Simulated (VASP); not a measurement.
# TiB2 (P6/mmm) in VASP: further runs

Runs on TiB2. Level: PBE. Tasks: single point.

Program: VASP 6.6.1. These are calculated values, not measurements. Logs are shortened: lines on timing, memory, paths and dates and some standing lists are left out, and cuts for length are marked.

**1. The cell of the first run**

It takes space group P6/mmm (No. 191, hexagonal). The conventional cell has a = 3.029 Å, b = 3.029 Å, c = 3.228 Å, α = 90.00°, β = 90.00°, γ = 120.00°. Within 3.1 Å of Ti (site symmetry 6/mmm) lie 12 B at 2.38 Å and 6 Ti at 3.03 Å. Within 2.3 Å of B (site symmetry -6m2) lie 3 B at 1.75 Å.

**2. Single point, PBE**

Input file INCAR:

```
SYSTEM = TiB2
ALGO = Normal
EDIFF = 1E-6
ENCUT = 520
GGA = PE
ISIF = 2
ISMEAR = -1
LASPH = .True.
LCHARG = .False.
LREAL = .False.
LWAVE = .False.
NBANDS = 16
NELM = 60
PREC = Accurate
SIGMA = 0.1
```

Input file KPOINTS:

```
k-points
0
Gamma
  3 3 2
  0 0 0
```

Input file POSCAR:

```
TiB2
1.0
    3.0292000000      0.0000000000      0.0000000000
   -1.5146000000      2.6233640000      0.0000000000
    0.0000000000      0.0000000000      3.2284000000
Ti B
1 2
Direct
    0.0000000000      0.0000000000      0.0000000000
    0.3333333333      0.6666666667      0.5000000000
    0.6666666667      0.3333333333      0.5000000000
```

Potentials or basis: VASP PAW PBE potentials, release 64 (Ti_sv, B).

Started as:

```bash
$ cat potpaw_PBE.64/Ti_sv/POTCAR potpaw_PBE.64/B/POTCAR > POTCAR
$ mpirun -np 1 vasp_std > vasp.out
```

OUTCAR:

```text
SYSTEM = TiB2
   EDIFF = 1E-6
   ENCUT = 520
   GGA = PE
   ISIF = 2
   ISMEAR = -1
   LASPH = .True.
   LREAL = .False.
   NELM = 60
   PREC = Accurate

 ion  position               nearest neighbor table
   1  0.000  0.000  0.000-   2 2.38   2 2.38   3 2.38   3 2.38   2 2.38   3 2.38   2 2.38   3 2.38
                             3 2.38   3 2.38   2 2.38   2 2.38
   2  0.333  0.667  0.500-   3 1.75   3 1.75   3 1.75   1 2.38   1 2.38   1 2.38   1 2.38   1 2.38
                             1 2.38
   3  0.667  0.333  0.500-   2 1.75   2 1.75   2 1.75   1 2.38   1 2.38   1 2.38   1 2.38   1 2.38
                             1 2.38

  LATTYP: Found a hexagonal cell.
 ALAT       =     3.0292000000
 C/A-ratio  =     1.0657599366

  Lattice vectors:

 A1 = (   3.0292000000,   0.0000000000,   0.0000000000)
 A2 = (  -1.5146000000,   2.6233640000,   0.0000000000)
 A3 = (   0.0000000000,   0.0000000000,   3.2284000000)

Analysis of symmetry for initial positions (statically):
=====================================================================
 Subroutine PRICEL returns:
 Original cell was already a primitive cell.

 Routine SETGRP: Setting up the symmetry group for a
 hexagonal supercell.

 Subroutine GETGRP returns: Found 24 space group operations
 (whereof 24 operations were pure point group operations)
 out of a pool of 24 trial point group operations.

The static configuration has the point symmetry D_6h.

Analysis of symmetry for dynamics (positions and initial velocities):
=====================================================================
 Subroutine PRICEL returns:
 Original cell was already a primitive cell.

 Routine SETGRP: Setting up the symmetry group for a
 hexagonal supercell.

 Subroutine GETGRP returns: Found 24 space group operations
 (whereof 24 operations were pure point group operations)
 out of a pool of 24 trial point group operations.

The dynamic configuration has the point symmetry D_6h.

 Subroutine INISYM returns: Found 24 space group operations
 (whereof 24 operations are pure point group operations),
 and found     1 'primitive' translations

----------------------------------------------------------------------------------------

                                     Primitive cell

  volume of cell :      25.6551

  direct lattice vectors                    reciprocal lattice vectors
     3.029200000  0.000000000  0.000000000     0.330120164  0.190594977  0.000000000
    -1.514600000  2.623364000  0.000000000     0.000000000  0.381189953  0.000000000
     0.000000000  0.000000000  3.228400000     0.000000000  0.000000000  0.309750960

  length of vectors
     3.029200000  3.029199867  3.228400000     0.381189936  0.381189953  0.309750960

  position of ions in fractional coordinates (direct lattice)
     0.000000000  0.000000000  0.000000000
     0.333333333  0.666666667  0.500000000
     0.666666667  0.333333333  0.500000000

  ion indices of the primitive-cell ions
   primitive index   ion index
                 1           1
                 2           2
                 3           3

----------------------------------------------------------------------------------------

 KPOINTS: k-points

Automatic generation of k-mesh.
 Grid dimensions read from file:
 generate k-points for:    3    3    2

 Generating k-lattice:

  Cartesian coordinates                     Fractional coordinates (reciprocal lattice)
     0.110040055  0.063531659  0.000000000     0.333333333  0.000000000  0.000000000
     0.000000000  0.127063318  0.000000000     0.000000000  0.333333333  0.000000000
     0.000000000  0.000000000  0.154875480     0.000000000  0.000000000  0.500000000

  Length of vectors
     0.127063312  0.127063318  0.154875480

  Shift w.r.t. Gamma in fractional coordinates (k-lattice)
     0.000000000  0.000000000  0.000000000

 Subroutine IBZKPT returns following result:
 ===========================================

 Found      6 irreducible k-points:

 Following reciprocal coordinates:
            Coordinates               Weight
  0.000000  0.000000  0.000000      1.000000
  0.333333  0.000000  0.000000      6.000000
  0.333333  0.333333  0.000000      2.000000
  0.000000  0.000000  0.500000      1.000000
  0.333333  0.000000  0.500000      6.000000
  0.333333  0.333333  0.500000      2.000000
   k-points           NKPTS =      6   k-points in BZ     NKDIM =      6   number of bands    NBANDS=     16
   number of dos      NEDOS =    301   number of ions     NIONS =      3
   total plane-waves  NPLWV =  13824
   dimension x,y,z NGX =    24 NGY =   24 NGZ =   24
   dimension x,y,z NGXF=    48 NGYF=   48 NGZF=   48
   ions per type =               1   2
   NGX,Y,Z   is equivalent  to a cutoff of  13.17, 13.17, 12.36 a.u.
   NGXF,Y,Z  is equivalent  to a cutoff of  26.34, 26.34, 24.72 a.u.
 SYSTEM =  TiB2
   PREC   = accura    normal or accurate (medium, high low for compatibility)
   ISTART =      0    job   : 0-new  1-cont  2-samecut
   ICHARG =      2    charge: 1-file 2-atom 10-const
   ISPIN  =      1    spin polarized calculation?
   LNONCOLLINEAR =      F non collinear calculations
   LSORBIT =      F    spin-orbit coupling
   LASPH  =      T    aspherical Exc in radial PAW
   ENCUT  =  520.0 eV  38.22 Ry    6.18 a.u.   5.63  5.63  6.00*2*pi/ulx,y,z
   NELM   =     60;   NELMIN=  2; NELMDL= -5     # of ELM steps
   EDIFF  = 0.1E-05   stopping-criterion for ELM
   LREAL  =      F    real-space projection
   EDIFFG = 0.1E-04   stopping-criterion for IOM
   NSW    =      0    number of steps for IOM
   IBRION =     -1    ionic relax: 0-MD 1-quasi-New 2-CG
   NFREE  =      0    steps in history (QN), initial steepest desc. (CG)
   ISIF   =      2    stress and relaxation
   ISYM   =      2    0-nonsym 1-usesym 2-fastsym
   POTIM  = 0.5000    time-step for ionic-motion
   TEBEG  =    0.0;   TEEND  =   0.0 temperature during run
   PSTRESS=    0.0 pullay stress
   NELECT =      18.0000    total number of electrons
   NUPDOWN=      -1.0000    fix difference up-down
   EMIN   =  10.00;   EMAX   =-10.00  energy-range for DOS
   EFERMI =   0.00;   METHOD = LEGACY
   ISMEAR =    -1;   SIGMA  =   0.10  broadening in eV -4-tet -1-fermi 0-gaus
   EFERMI_NEDOS =   21; number of points for ismear=-14 and -15
   IALGO  =     38    algorithm
   IMIX   =      4    mixing-type and parameters
     AMIX     =   0.40;   BMIX     =  1.00
     AMIX_MAG =   1.60;   BMIX_MAG =  1.00
  volume/ion in A,a.u.               =       8.55        57.71
  Fermi-wavevector in a.u.,A,eV,Ry     =   1.454703  2.748990 28.792123  2.116161
  Thomas-Fermi vector in A             =   2.571823
   LORBIT       =      0    0 simple, 1 ext, 2 COOP (PROOUT), +10 PAW based schemes
   GGA     = PE    functional components
   LHFCALC =     F    Hartree Fock is set to
   AEXX    =    0.0000 exact exchange contribution
   IVDW    =     0    specifies the selected vdW correction
   LEPSILON=     F    determine dielectric tensor
   LRPA    =     F    only Hartree local field effects (RPA)
 non-spin polarized calculation
  energy-cutoff  :      520.00
  volume of cell :       25.66
 maximum number of plane-waves:       721
 NGX is ok and might be reduce to    24
   NGX = 11   NGY = 11   NGZ = 13

 number of electron      18.0000002 magnetization

 Free energy of the ion-electron system (eV)
  ---------------------------------------------------
  ext. energy  EPLUGINS =         0.00000000
  ---------------------------------------------------
  free energy    TOTEN  =       -24.40458259 eV

  energy without entropy =      -24.38104617  energy(sigma->0) =      -24.39281438

 E-fermi :   9.8271     XC(G=0): -12.7633

 val. band max:        9.7950596255   @ k =   0.0000   0.0000   0.5000
 cond. band min:      10.2589238161   @ k =   0.0000   0.0000   0.5000
 fundamental gap:      0.4638641906
 Fermi energy:         9.8271291509

 k-point     1 :       0.0000    0.0000    0.0000
  band No.  band energies     occupation
      1     -47.1209      2.00000
      2     -23.3771      2.00000
      3     -23.1969      2.00000
      4     -23.1969      2.00000
      5      -3.4205      2.00000
      6       7.4174      2.00000
      7       7.4174      2.00000
      8       7.7249      2.00000
      9       7.8200      2.00000
     10      11.7902      0.00000
     11      11.7902      0.00000
     12      13.5923      0.00000
     13      13.5923      0.00000
     14      15.8992      0.00000
     15      15.8992      0.00000
     16      16.9509      0.00000

 k-point     2 :       0.3333    0.0000    0.0000
  band No.  band energies     occupation
      1     -47.0802      2.00000
      2     -23.4992      2.00000
      3     -23.3256      2.00000
      4     -23.2664      2.00000
      5      -1.4123      2.00000
      6       3.4373      2.00000
      7       6.9082      2.00000
      8       7.0584      2.00000
      9       7.9630      2.00000
     10      11.3732      0.00000
     11      12.2556      0.00000
     12      12.3659      0.00000
     13      13.5491      0.00000
     14      17.0778      0.00000
     15      17.3680      0.00000
     16      18.9006      0.00000

 k-point     3 :       0.3333    0.3333    0.0000
  band No.  band energies     occupation
      1     -47.0598      2.00000
      2     -23.4753      2.00000
      3     -23.4753      2.00000
      4     -23.2998      2.00000
      5       1.7641      2.00000
      6       1.7641      2.00000
      7       2.7750      2.00000
      8       8.1168      2.00000
      9       8.1168      2.00000
     10      11.2366      0.00000
     11      11.2366      0.00000
     12      11.9353      0.00000
     13      16.8947      0.00000
     14      16.8947      0.00000
     15      20.0817      0.00000
     16      20.0817      0.00000

 k-point     4 :       0.0000    0.0000    0.5000
  band No.  band energies     occupation
      1     -47.1067      2.00000
      2     -23.5723      2.00000
      3     -23.1812      2.00000
      4     -23.1812      2.00000
      5      -1.4722      2.00000
      6       2.3603      2.00000
      7       9.5990      1.81470
      8       9.5990      1.81470
      9       9.7951      1.15899
     10       9.7951      1.15899
     11      10.2589      0.02630
     12      10.2589      0.02630
     13      11.5786      0.00000
     14      16.5790      0.00000
     15      19.8789      0.00000
     16      20.3126      0.00000

 k-point     5 :       0.3333    0.0000    0.5000
  band No.  band energies     occupation
      1     -47.0665      2.00000
      2     -23.5027      2.00000
      3     -23.4718      2.00000
      4     -23.2466      2.00000
      5      -0.4383      2.00000
      6       4.0936      2.00000
      7       4.7084      2.00000
      8       5.9605      2.00000
      9       7.7696      2.00000
     10      11.9403      0.00000
     11      12.1837      0.00000
     12      13.2477      0.00000
     13      13.9952      0.00000
     14      16.7436      0.00000
     15      16.9041      0.00000
     16      22.7403      0.00000

 k-point     6 :       0.3333    0.3333    0.5000
  band No.  band energies     occupation
      1     -47.0463      2.00000
      2     -23.4677      2.00000
      3     -23.4478      2.00000
      4     -23.4478      2.00000
      5       1.5342      2.00000
      6       1.5342      2.00000
      7       4.4122      2.00000
      8       6.7780      2.00000
      9       6.7780      2.00000
     10      12.4249      0.00000
     11      14.1579      0.00000
     12      14.1579      0.00000
     13      14.3423      0.00000
     14      14.3423      0.00000
     15      16.8928      0.00000
     16      21.4396      0.00000

------------------------ aborting loop because EDIFF is reached ----------------------------------------

  FORCE on cell =-STRESS in cart. coord.  units (eV):
  Direction    XX          YY          ZZ          XY          YZ          ZX
  --------------------------------------------------------------------------------------
  -------------------------------------------------------------------------------------
  Total        0.0787632      0.0787632     -0.0909345      0.0000000      0.0000000      0.0000000
  in kB        4.9188082      4.9188076     -5.6789180      0.0000000      0.0000000      0.0000000
  external PRESSURE =       1.3862326 kB  Pullay stress =       0.0000000 kB

 VOLUME and BASIS-vectors are now :
 -----------------------------------------------------------------------------
  energy-cutoff  :      520.00
  volume of cell :       25.66
      direct lattice vectors                 reciprocal lattice vectors
     3.029200000  0.000000000  0.000000000     0.330120164  0.190594977  0.000000000
    -1.514600000  2.623364000  0.000000000     0.000000000  0.381189953  0.000000000
     0.000000000  0.000000000  3.228400000     0.000000000  0.000000000  0.309750960

 POSITION                                       TOTAL-FORCE (eV/Angst)
 -----------------------------------------------------------------------------------
      0.00000      0.00000      0.00000         0.000000      0.000000     -0.000000
     -0.00000      1.74891      1.61420         0.000000      0.000000     -0.000000
      1.51460      0.87445      1.61420        -0.000000     -0.000000      0.000000
 -----------------------------------------------------------------------------------
    total drift:                               -0.000000      0.000000      0.000000

  FREE ENERGIE OF THE ION-ELECTRON SYSTEM (eV)
  ---------------------------------------------------
  free  energy   TOTEN  =       -24.4045825901 eV

  energy  without entropy=      -24.3810461663  energy(sigma->0) =      -24.39281438
```

Run time: 6.8 s. Hardware: 1 thread of Intel Xeon 8259CL, shared host; peak memory 0.13 GiB.

What came out:

* Free energy: -24.4046 eV
* Pressure: 0.1 GPa
* Band gap on the k mesh: zero (filled and empty bands touch)

Caveat: the k points lie up to 0.97 Å⁻¹ apart.

**3. Single point, PBE**

Input file INCAR:

```
PREC = Accurate
ENCUT = 520
EDIFF = 1E-6
ISMEAR = -1
SIGMA = 0.1
LREAL = False
LASPH = True
NELM = 80
ALGO = Normal
ISIF = 2
LWAVE = False
LCHARG = False
GGA = PE
NBANDS = 16
```

Input file KPOINTS:

```
regular mesh
0
Gamma
  4 4 3
```

POSCAR is that of step 2.

Potentials or basis: VASP PAW PBE potentials, release 64 (Ti_sv, B).

Started as:

```bash
$ cat potpaw_PBE.64/Ti_sv/POTCAR potpaw_PBE.64/B/POTCAR > POTCAR
$ mpirun -np 1 vasp_std > vasp.out
```

Wall time 7 s (1 thread of Intel Xeon 8259CL, shared host); peak memory 0.13 GiB.

The run converged. Its results:

| Property | Result |
| --- | --- |
| Free energy | -24.4005 eV |
| Pressure | 0.7 GPa |
| Band gap on the k mesh | zero (filled and empty bands touch) |

Stress tensor (GPa, compression positive):
```
0.37 0.00 0.00
0.00 0.37 0.00
0.00 0.00 1.36
```

Levels at points of the mesh, in eV from the Fermi level:
```csv
k point,band 7,band 8,band 9,band 10,band 11,band 12
"(0.00, 0.00, 0.00)",-2.70,-2.42,-2.22,1.78,1.78,3.55
"(0.50, 0.00, 0.00)",-3.36,-3.32,-2.37,1.23,2.62,3.11
```

Caveat: the k points lie up to 0.65 Å⁻¹ apart.
